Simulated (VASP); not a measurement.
The system is NbSnSe4.

```
Nb Sn Se
1.0
     0.00000    4.31639    4.31639
     4.31639    0.00000    4.31639
     4.31639    4.31639    0.00000
Nb Sn Se
1 1 4
Direct
  0.75000 0.75000 0.75000
  0.00000 0.00000 0.00000
  0.87463 0.37512 0.37512
  0.37512 0.37512 0.37512
  0.37512 0.87463 0.37512
  0.37512 0.37512 0.87463
```

The cell was built from a structure type or drawn by symmetry, and may not be a known phase.

* Program: VASP 6.6.1
* Task: relaxation of cell and atoms
* Functional: PBE
* Potentials or basis: VASP PAW PBE potentials, release 64 (Nb_sv, Sn_d, Se)
* Cutoff: 500 eV
* k mesh: 3 × 3 × 3
* Occupations: gaussian, width 0.15 eV
* Spin: no spin polarisation

At the start: pressure -9.6 GPa; volume 26.81 Å³/atom.

How do energy, volume and symmetry change on relaxing?

Over 3 steps the energy falls by 199.7 meV/atom and the volume is 21.40 Å³/atom (-20.2 %); space group F-43m (No. 216, to 0.1 Å) before and after.

The path:
```csv
step,energy change (eV),largest force (eV/Å),pressure (GPa),volume (Å³)
1,0.0000,0.0577,-9.58,160.84
2,-1.1902,0.0239,1.26,126.33
3,-1.1984,0.0270,0.03,128.42
```

Final structure:
```
Nb Sn Se
1.0
     0.00000    4.00439    4.00439
     4.00439    0.00000    4.00439
     4.00439    4.00439    0.00000
Nb Sn Se
1 1 4
Direct
  0.75000 0.75000 0.75000
  0.00000 0.00000 0.00000
  0.87411 0.37530 0.37530
  0.37530 0.37530 0.37530
  0.37530 0.87411 0.37530
  0.37530 0.37530 0.87411
```

Caveat: the k points lie up to 0.45 Å⁻¹ apart in the final cell, too coarse for converged energies and pressures of a metal; the volume moved by over 15 % at a fixed basis, so the end points are rough.
